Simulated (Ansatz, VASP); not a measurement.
RbBr in VASP and in Ansatz

```
Rb Br
1.0
     4.19290    0.00000    0.00000
     0.00000    4.19290    0.00000
     0.00000    0.00000    4.19290
Rb Br
1 1
Cartesian
  0.1847 -0.0855 0.5644
  1.9117 2.1819 1.5320
```

Change from the starting cell: atom 2 moved 1.20 Å.

Alike in both runs: task single point; functional PBE; k mesh 6 × 6 × 6; occupations gaussian, width 0.05 eV; no spin polarisation.

```csv
,VASP,Ansatz
version,VASP 6.6.1,Ansatz 0.2.0
potentials or method,"VASP PAW PBE potentials, release 64 (Rb_sv, Br), cutoff 520 eV","scalar-relativistic, plane waves, PAW"
valence electrons in the cell,16,16
```

Ansatz gave:

```
gap on the k mesh at the Fermi level (eV)                     : 3.96
least direct gap on the mesh (eV)                             : 4.10
pressure (GPa)                                                : 6.6
traceless stress, the component that is largest in VASP (GPa) : -3.73
rms of the force components (eV/Å)                            : 1.196
```

Which values does VASP return?

gap on the k mesh at the Fermi level (eV): 3.96; least direct gap on the mesh (eV): 4.10; pressure (GPa): 6.7; traceless stress, the component that is largest in VASP (GPa): -3.79; rms of the force components (eV/Å): 1.212.

Atom by atom the forces differ by 0.016 eV/Å (rms over components).
